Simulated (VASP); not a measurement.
# FeNi3 (I4/mmm) in VASP: notebook, part 2 of 2

VASP 6.6.1.

### 5 Single point, PBEsol

This run uses another cell than the first one, of 11.49 Å³/atom.

The input, INCAR:

```
  PREC = Accurate
  ENCUT = 520
  EDIFF = 1E-6
  ISMEAR = 0
  SIGMA = 0.1
  LREAL = F
  LASPH = T
  NELM = 100
  ALGO = Fast
  ISIF = 2
  LWAVE = F
  LCHARG = F
  GGA = PS
  NBANDS = 27
```

The input, KPOINTS:

```
Automatic mesh
0
Gamma
  16 16 16
```

The input, POSCAR:

```
FeNi3
1.0
   -1.7902313902      1.7902313902      3.5861709205
    1.7902313902     -1.7902313902      3.5861709205
    1.7902313902      1.7902313902     -3.5861709205
Fe Ni
1 3
Direct
    0.0000000000      0.0000000000      0.0000000000
    0.5000000000      0.5000000000      0.0000000000
    0.7500000000      0.2500000000      0.5000000000
    0.2500000000      0.7500000000      0.5000000000
```

Potentials or basis: VASP PAW PBE potentials, release 64 (Fe, Ni).

Launch:

```bash
cat potpaw_PBE.64/Fe/POTCAR potpaw_PBE.64/Ni/POTCAR > POTCAR
mpirun -np 1 vasp_std > vasp.out
```

OUTCAR:

```text
PREC = Accurate
   ENCUT = 520
   EDIFF = 1E-6
   ISMEAR = 0
   LREAL = F
   LASPH = T
   NELM = 100
   ISIF = 2
   GGA = PS

 ion  position               nearest neighbor table
   1  0.000  0.000  0.000-   2 2.53   2 2.53   2 2.53   2 2.53   4 2.53   3 2.53   4 2.53   4 2.53
                             3 2.53   3 2.53   4 2.53   3 2.53
   2  0.500  0.500  0.000-   1 2.53   1 2.53   1 2.53   1 2.53   4 2.53   3 2.53   4 2.53   3 2.53
                             4 2.53   4 2.53   3 2.53   3 2.53
   3  0.750  0.250  0.500-   4 2.53   4 2.53   4 2.53   4 2.53   2 2.53   1 2.53   2 2.53   1 2.53
                             2 2.53   2 2.53   1 2.53   1 2.53
   4  0.250  0.750  0.500-   3 2.53   3 2.53   3 2.53   3 2.53   2 2.53   1 2.53   2 2.53   2 2.53
                             1 2.53   1 2.53   2 2.53   1 2.53

  LATTYP: Found a body centered tetragonal cell.
 ALAT       =     3.5804627804
 C/A-ratio  =     2.0031884929

  Lattice vectors:

 A1 = (  -1.7902313902,   1.7902313902,   3.5861709205)
 A2 = (   1.7902313902,  -1.7902313902,   3.5861709205)
 A3 = (   1.7902313902,   1.7902313902,  -3.5861709205)

Analysis of symmetry for initial positions (statically):
=====================================================================
 Subroutine PRICEL returns:
 Original cell was already a primitive cell.

 Routine SETGRP: Setting up the symmetry group for a
 body centered tetragonal supercell.

 Subroutine GETGRP returns: Found 16 space group operations
 (whereof 16 operations were pure point group operations)
 out of a pool of 16 trial point group operations.

The static configuration has the point symmetry D_4h.

Analysis of symmetry for dynamics (positions and initial velocities):
=====================================================================
 Subroutine PRICEL returns:
 Original cell was already a primitive cell.

 Routine SETGRP: Setting up the symmetry group for a
[... 124 lines left out ...]
   EFERMI =   0.00;   METHOD = LEGACY
   ISMEAR =     0;   SIGMA  =   0.10  broadening in eV -4-tet -1-fermi 0-gaus
   EFERMI_NEDOS =   21; number of points for ismear=-14 and -15
   IALGO  =     68    algorithm
   IMIX   =      4    mixing-type and parameters
     AMIX     =   0.40;   BMIX     =  1.00
     AMIX_MAG =   1.60;   BMIX_MAG =  1.00
  volume/ion in A,a.u.               =      11.49        77.56
  Fermi-wavevector in a.u.,A,eV,Ry     =   1.536383  2.903344 32.116196  2.360474
  Thomas-Fermi vector in A             =   2.643040
   LORBIT       =      0    0 simple, 1 ext, 2 COOP (PROOUT), +10 PAW based schemes
   GGA     = PS    functional components
   LHFCALC =     F    Hartree Fock is set to
   AEXX    =    0.0000 exact exchange contribution
   IVDW    =     0    specifies the selected vdW correction
   LEPSILON=     F    determine dielectric tensor
   LRPA    =     F    only Hartree local field effects (RPA)
 non-spin polarized calculation
 RMM-DIIS sequential band-by-band and
 Gauss-broadening in eV      SIGMA  =   0.10
  energy-cutoff  :      520.00
  volume of cell :       45.97
 maximum number of plane-waves:      1258
 NGX is ok and might be reduce to    36
   NGX = 17   NGY = 17   NGZ = 17

 number of electron      37.9999996 magnetization

 Free energy of the ion-electron system (eV)
  ---------------------------------------------------
  ext. energy  EPLUGINS =         0.00000000
  ---------------------------------------------------
  free energy    TOTEN  =       -26.47868374 eV

  energy without entropy =      -26.42483127  energy(sigma->0) =      -26.45175751

 E-fermi :   7.6589     XC(G=0): -13.1528

 val. band max:        7.6579317830   @ k =  -0.4375   0.4375   0.1250
 cond. band min:       7.6591305141   @ k =   0.2500   0.2500   0.1875
 fundamental gap:      0.0011987311
 Fermi energy:         7.6588792991

 k-point     1 :       0.0000    0.0000    0.0000
  band No.  band energies     occupation
      1      -0.9017      2.00000
      2       3.4954      2.00000
      3       4.0731      2.00000
      4       4.3575      2.00000
      5       4.4200      2.00000
      6       5.0606      2.00000
[... 709 lines left out ...]
     26      15.1736      0.00000
     27      16.9205      0.00000

 [... further k-points ...]
[... 5 lines left out ...]
  --------------------------------------------------------------------------------------
  -------------------------------------------------------------------------------------
  Total       -6.5176232     -6.5176232     -6.5314885      0.0000000      0.0000000      0.0000000
  in kB     -227.1383789   -227.1383789   -227.6215820      0.0000000      0.0000000      0.0000000
  external PRESSURE =    -227.2994466 kB  Pullay stress =       0.0000000 kB

 VOLUME and BASIS-vectors are now :
 -----------------------------------------------------------------------------
  energy-cutoff  :      520.00
  volume of cell :       45.97
      direct lattice vectors                 reciprocal lattice vectors
    -1.790231390  1.790231390  3.586170920     0.000000000  0.279293505  0.139424476
     1.790231390 -1.790231390  3.586170920     0.279293505  0.000000000  0.139424476
     1.790231390  1.790231390 -3.586170920     0.279293505  0.279293505  0.000000000

 POSITION                                       TOTAL-FORCE (eV/Angst)
 -----------------------------------------------------------------------------------
      0.00000      0.00000      0.00000         0.000000      0.000000      0.000000
      0.00000      0.00000      3.58617         0.000000      0.000000      0.000000
     -0.00000      1.79023      1.79309         0.000000     -0.000000     -0.000000
      1.79023     -0.00000      1.79309        -0.000000      0.000000     -0.000000
 -----------------------------------------------------------------------------------
    total drift:                               -0.000000      0.000000      0.000000

  FREE ENERGIE OF THE ION-ELECTRON SYSTEM (eV)
  ---------------------------------------------------
  free  energy   TOTEN  =       -26.4786837428 eV

  energy  without entropy=      -26.4248312747  energy(sigma->0) =      -26.45175751
```

It took 6.8 min on 1 thread of AMD EPYC 9R45 (Zen 5), shared host; peak memory 0.48 GiB.

Results:

| Property | Result |
| --- | --- |
| Free energy | -26.4787 eV |
| Pressure | -22.7 GPa |
| Band gap on the k mesh | zero (bands 19 and 20 overlap by 0.60 eV) |

Levels at points of the mesh, in eV from the Fermi level:
```tsv
k point	band 15	band 16	band 17	band 18	band 19	band 20	band 21	band 22	band 23	band 24
(0.00, 0.00, 0.00)	-0.76	-0.33	-0.05	0.13	0.25	0.25	0.58	2.48	7.77	7.77
(0.50, 0.00, 0.00)	-1.00	-0.88	-0.66	-0.41	-0.38	-0.10	0.11	0.44	3.94	4.35
(0.50, 0.50, 0.00)	-0.97	-0.55	-0.17	-0.09	-0.04	0.10	0.15	0.25	1.17	1.81
(0.50, 0.50, 0.50)	-0.59	-0.36	-0.06	0.16	0.26	0.31	0.31	0.57	2.53	2.53
```

Caveat: the cell stands under tension; the PAW data sets were made with another functional, which shifts forces and pressure a little; the run has no spin polarisation, though such a crystal can be magnetic. Spin polarisation is off, so any magnetic state and its effect on volume and gap are missing.

### 6 Single point, PBEsol

This run uses another cell than the first one, of 12.16 Å³/atom.

The input, INCAR:

```
ALGO     = Fast           # electronic algorithm
EDIFF    = 1E-6           # SCF threshold, eV
ENCUT    = 520            # plane-wave cutoff, eV
GGA      = PS             # functional
ISIF     = 2              # what is computed and relaxed
ISMEAR   = 0              # smearing method
LASPH    = True           # aspherical terms in the spheres
LCHARG   = True           # write CHGCAR
LELF     = True           # ELF
LREAL    = False          # projectors in reciprocal space
LVHAR    = True         
LWAVE    = False          # write WAVECAR
NBANDS   = 27             # bands
NELM     = 80             # most SCF steps
PREC     = Accurate       # precision mode
SIGMA    = 0.1            # smearing width, eV
```

The input, KPOINTS:

```
k-points
0
Gamma
  16 16 16
```

The input, POSCAR:

```
FeNi3
1.0
   -1.8240172861      1.8240172861      3.6538504384
    1.8240172861     -1.8240172861      3.6538504384
    1.8240172861      1.8240172861     -3.6538504384
Fe Ni
1 3
Direct
    0.0000000000      0.0000000000      0.0000000000
    0.5000000000      0.5000000000      0.0000000000
    0.7500000000      0.2500000000      0.5000000000
    0.2500000000      0.7500000000      0.5000000000
```

Potentials or basis: VASP PAW PBE potentials, release 64 (Fe, Ni).

Launch:

```bash
cat potpaw_PBE.64/Fe/POTCAR potpaw_PBE.64/Ni/POTCAR > POTCAR
mpirun -np 1 vasp_std > vasp.out
```

It took 7.1 min on 1 thread of AMD EPYC 9R45 (Zen 5), shared host; peak memory 0.5 GiB.

Results (log left out):

| Quantity | Value |
| --- | --- |
| Free energy | -26.0493 eV |
| Pressure | -29.1 GPa |
| Band gap on the k mesh | zero (bands 19 and 20 overlap by 0.55 eV) |

Levels at points of the mesh, in eV from the Fermi level:
```csv
k point,band 15,band 16,band 17,band 18,band 19,band 20,band 21,band 22,band 23,band 24
"(0.00, 0.00, 0.00)",-0.70,-0.30,-0.05,0.12,0.23,0.23,0.54,2.46,7.46,7.46
"(0.50, 0.00, 0.00)",-0.92,-0.81,-0.60,-0.38,-0.34,-0.10,0.10,0.41,3.75,4.14
"(0.50, 0.50, 0.00)",-0.89,-0.51,-0.06,-0.04,0.00,0.10,0.14,0.23,1.09,1.69
"(0.50, 0.50, 0.50)",-0.54,-0.33,-0.05,0.14,0.24,0.28,0.28,0.52,2.50,2.50
```

Caveat: the cell stands under tension; the PAW data sets were made with another functional, which shifts forces and pressure a little; the run has no spin polarisation, though such a crystal can be magnetic.

### 7 Single point, PBEsol, collinear spin, ferromagnetic start

This run uses another cell than the first one, of 11.05 Å³/atom.

The input, INCAR:

```
PREC = Accurate
ENCUT = 520
EDIFF = 1E-7
ISMEAR = 0
SIGMA = 0.1
LREAL = False
LASPH = True
NELM = 150
ALGO = Normal
ISIF = 2
LWAVE = False
LCHARG = False
ISPIN = 2
MAGMOM = 3.1 0.69 0.72 0.72
LORBIT = 11
LMAXMIX = 4
GGA = PS
NBANDS = 31
KPAR = 4
```

The input, KPOINTS:

```
Automatic mesh
0
Gamma
  16 16 16
```

The input, POSCAR:

```
FeNi3
1.0
   -1.7669790000      1.7669790000      3.5395920000
    1.7669790000     -1.7669790000      3.5395920000
    1.7669790000      1.7669790000     -3.5395920000
Fe Ni
1 3
Direct
    0.0000000000      0.0000000000      0.0000000000
    0.5000000000      0.5000000000      0.0000000000
    0.7500000000      0.2500000000      0.5000000000
    0.2500000000      0.7500000000      0.5000000000
```

Launch:

```bash
cat potpaw_PBE.64/Fe/POTCAR potpaw_PBE.64/Ni/POTCAR > POTCAR
mpirun -np 4 vasp_std > vasp.out
```

It took 3 min on 4 MPI ranks of Intel Xeon Platinum 8488C (Sapphire Rapids), shared host; peak memory 0.74 GiB.

Results (log left out):

```yaml
Free_energy: -27.5476 eV
Pressure: -8.5 GPa
Net_moment: 4.55 μB per cell
Site_moments: Fe +2.81; Ni +0.57, +0.59 (each value once) μB
Valence_electrons_inside_the_program's_atomic_spheres: Fe 7.12; Ni 9.35
```

Stress tensor (GPa, compression positive):
```
-8.45  0.00  0.00
 0.00 -8.45  0.00
 0.00  0.00 -8.68
```

Levels at points of the mesh, in eV from the Fermi level:
Spin up:
| k point | band 17 | band 18 | band 19 | band 20 | band 21 | band 22 | band 23 | band 24 | band 25 | band 26 |
| --- | --- | --- | --- | --- | --- | --- | --- | --- | --- | --- |
| (0.00, 0.00, 0.00) | -0.65 | -0.51 | -0.51 | -0.44 | -0.44 | 2.33 | 7.63 | 7.63 | 7.68 | 7.68 |
| (0.50, 0.00, 0.00) | -1.46 | -1.38 | -0.90 | -0.78 | -0.55 | -0.44 | 3.79 | 3.94 | 8.73 | 8.75 |
| (0.50, 0.50, 0.00) | -0.67 | -0.67 | -0.66 | -0.61 | -0.43 | -0.35 | 0.87 | 0.99 | 5.62 | 5.82 |
| (0.50, 0.50, 0.50) | -0.67 | -0.65 | -0.51 | -0.51 | -0.44 | -0.44 | 2.35 | 2.35 | 9.06 | 9.34 |
Spin down:
| k point | band 15 | band 16 | band 17 | band 18 | band 19 | band 20 |
| --- | --- | --- | --- | --- | --- | --- |
| (0.00, 0.00, 0.00) | -0.43 | 0.38 | 0.65 | 0.86 | 0.94 | 0.94 |
| (0.50, 0.00, 0.00) | -0.79 | -0.36 | -0.06 | 0.08 | 0.22 | 0.65 |
| (0.50, 0.50, 0.00) | -0.51 | -0.36 | -0.33 | -0.11 | 0.65 | 0.84 |
| (0.50, 0.50, 0.50) | -0.30 | 0.01 | 0.38 | 1.03 | 1.14 | 1.14 |

Caveat: the cell stands under tension; the PAW data sets were made with another functional, which shifts forces and pressure a little.

### 8 Overview

| spin | cell | gap on the mesh (eV) | pressure (GPa) |
| --- | --- | --- | --- |
| off | a = 4.579 Å, angles 131.9, 131.9, 70.4°, 4 atoms | none | -34.2 |
| off | a = 4.333 Å, angles 131.9, 131.9, 70.4°, 4 atoms | none | -16.6 |
| off | a = 4.390 Å, angles 131.9, 131.9, 70.4°, 4 atoms | none | -22.7 |
| off | a = 4.473 Å, angles 131.9, 131.9, 70.4°, 4 atoms | none | -29.1 |
| collinear, ferromagnetic start | a = 4.333 Å, angles 131.9, 131.9, 70.4°, 4 atoms | none | -8.5 |

Alike in all rows: task single point; level PBEsol; potentials or basis VASP PAW PBE potentials, release 64 (Fe, Ni); k mesh 16 × 16 × 16; cutoff (eV) 520; smearing gaussian 0.1 eV.

Caveats: the cell stands under tension; the PAW data sets were made with another functional, which shifts forces and pressure a little.

Total energies depend on the potentials used, so only differences within one code and one set of settings carry meaning.
